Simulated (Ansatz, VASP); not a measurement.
## One calculation of AlNi, two programs

```
CELL_PARAMETERS angstrom
2.88100 0.00000 0.00000
0.00000 2.88100 0.00000
0.00000 0.00000 2.88100
ATOMIC_POSITIONS crystal
Ni 0.50000 0.50000 0.50000
Al 0.00000 0.00000 0.00000
```

Alike in both runs: task relaxation of cell and atoms; functional RPBE; k mesh 9 × 9 × 9; occupations fermi-dirac, width 0.05 eV; collinear spin.

```csv
,VASP,Ansatz
version,VASP 6.6.1,Ansatz 0.2.0
potentials or method,"VASP PAW PBE potentials, release 64 (Ni, Al)",Ansatz PAW
plane-wave cutoff (eV),600,420
valence electrons in the cell,13,21
```

|  | VASP | Ansatz | Ansatz less VASP |
| --- | --- | --- | --- |
| gap on the k mesh at the Fermi level, each at its own relaxed structure (eV) | none | none | - |
| net moment per atom (μB) | 0.00 | 0.00 | 0.000 |
| relaxed volume (Å³/atom) | 12.39 | 12.39 | +0.007 |
| relaxed cell length with the largest relative difference (Å) | 2.915 | 2.916 | +0.0005 |

VASP's potentials were made for PBE, not for RPBE. A gap of «none» marks a metal or a gap that the smearing closes. VASP's potentials hold 13 valence electrons a cell and Ansatz's 21, so a difference there can come from the potentials and not from the codes.

Noted on Ansatz's run: the plane-wave basis is chosen anew once the cell has moved, so the energies of steps on either side of that aren't comparable.
